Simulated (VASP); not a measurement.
Input of a VASP 6.6.1 run:

The input INCAR:

```
ALGO = Normal
EDIFF = 1E-6
ENCUT = 400
GGA = PS
GGA_COMPAT = False
ISIF = 2
ISMEAR = -1
ISYM = -1
LASPH = True
LCHARG = True
LELF = True
LREAL = Auto
LVHAR = True
LWAVE = False
NBANDS = 206
NELECT = 358.0
NELM = 120
PREC = Accurate
SIGMA = 0.05
```

Contents of KPOINTS:

```
explicit points
1
Reciprocal
  0.25000000   0.25000000   0.25000000 1
```

File POSCAR:

```
Cs8Sn8I25
1.0
   12.3144620000      0.0000000000      0.0000000000
    0.0000000000     12.3144620000      0.0000000000
    0.0000000000      0.0000000000     12.3144620000
Cs Sn I
8 8 25
Direct
    0.9765240000      0.9781840000      0.0137710000
    0.9835500000      0.0115320000      0.4989360000
    0.9812670000      0.5007020000      0.0027870000
    0.9453610000      0.4854370000      0.4905360000
    0.5196210000      0.0111100000      0.9807100000
    0.5172340000      0.9856450000      0.4975050000
    0.5189810000      0.4931130000      0.9963090000
    0.5543500000      0.5140780000      0.5102200000
    0.2496290000      0.2477750000      0.2237610000
    0.2509230000      0.2389580000      0.7527210000
    0.2494640000      0.7452150000      0.2475570000
    0.2503430000      0.7386200000      0.7752310000
    0.7487770000      0.2439790000      0.2443400000
    0.7526080000      0.2460000000      0.7471640000
    0.7477280000      0.7457280000      0.2524540000
    0.7514920000      0.7477950000      0.7553760000
    0.2281100000      0.1753560000      0.9895250000
    0.2699120000      0.2395550000      0.4864020000
    0.2702490000      0.8121440000      0.0112700000
    0.2285340000      0.7109820000      0.5134390000
    0.7696420000      0.2419300000      0.9956120000
    0.7304380000      0.2463260000      0.4959790000
    0.7303340000      0.7502810000      0.0042860000
    0.7691560000      0.7489500000      0.5039440000
    0.9992340000      0.2505720000      0.2609880000
    0.0025080000      0.2509480000      0.7202980000
    0.9987720000      0.7365360000      0.2372720000
    0.0010590000      0.7530950000      0.7820840000
    0.4987580000      0.2358000000      0.2174840000
    0.5012020000      0.2547840000      0.7627260000
    0.4979330000      0.7387490000      0.2790500000
    0.5012310000      0.7410430000      0.7403910000
    0.2434590000      0.9855670000      0.3034960000
    0.2602990000      0.9972220000      0.7023020000
    0.2518290000      0.4873060000      0.1734560000
    0.2486170000      0.4994200000      0.8255930000
    0.7523410000      0.9945450000      0.2539320000
    0.7489230000      0.9975890000      0.7462710000
    0.7424640000      0.4946270000      0.2451410000
    0.7579230000      0.4974580000      0.7548020000
    0.2507170000      0.4734910000      0.4994470000
```

Potentials or basis: VASP PAW PBE potentials, release 64 (Cs_sv, Sn_d, I).

Run with:

```console
$ cat potpaw_PBE.64/Cs_sv/POTCAR potpaw_PBE.64/Sn_d/POTCAR potpaw_PBE.64/I/POTCAR > POTCAR
$ mpirun -np 1 vasp_std > vasp.out
```

Problem. Predict the largest force.

Solution. 0.023 eV/Å.

Forces in eV/Å, atoms in the order of the input:
```
Cs   0.001 -0.002  0.000
Cs   0.004 -0.005  0.005
Cs   0.000 -0.006 -0.002
Cs   0.000 -0.001  0.000
Cs   0.002  0.002  0.005
Cs   0.002 -0.004  0.001
Cs   0.000 -0.002  0.004
Cs   0.005  0.002  0.002
Sn   0.001 -0.007  0.008
Sn  -0.004 -0.010  0.020
Sn   0.003 -0.001 -0.001
Sn   0.000  0.005 -0.004
Sn   0.000  0.000 -0.002
Sn  -0.001  0.001 -0.001
Sn   0.002  0.001  0.002
Sn  -0.002  0.004  0.004
I    0.004 -0.002 -0.018
I   -0.006  0.001  0.002
I   -0.007  0.002 -0.008
I    0.000 -0.008  0.010
I    0.000  0.004 -0.003
I    0.001 -0.001  0.002
I    0.002  0.000 -0.001
I   -0.002  0.003 -0.003
I   -0.005 -0.003 -0.003
I    0.005  0.007 -0.001
I   -0.007 -0.005 -0.001
I    0.005  0.001 -0.006
I    0.007  0.002  0.002
I   -0.004  0.003 -0.004
I    0.002  0.000 -0.004
I   -0.002  0.004  0.002
I    0.000  0.006 -0.003
I   -0.008 -0.003  0.001
I    0.002  0.009 -0.009
I   -0.003 -0.005 -0.007
I   -0.005 -0.003  0.000
I    0.004  0.000 -0.002
I   -0.001 -0.001  0.001
I    0.000  0.001 -0.001
I    0.006  0.012  0.015
```

Caveat: the cell carries a net charge on a neutralising background, which shifts energy and pressure; the PAW data sets were made with another functional, which shifts forces and pressure a little.
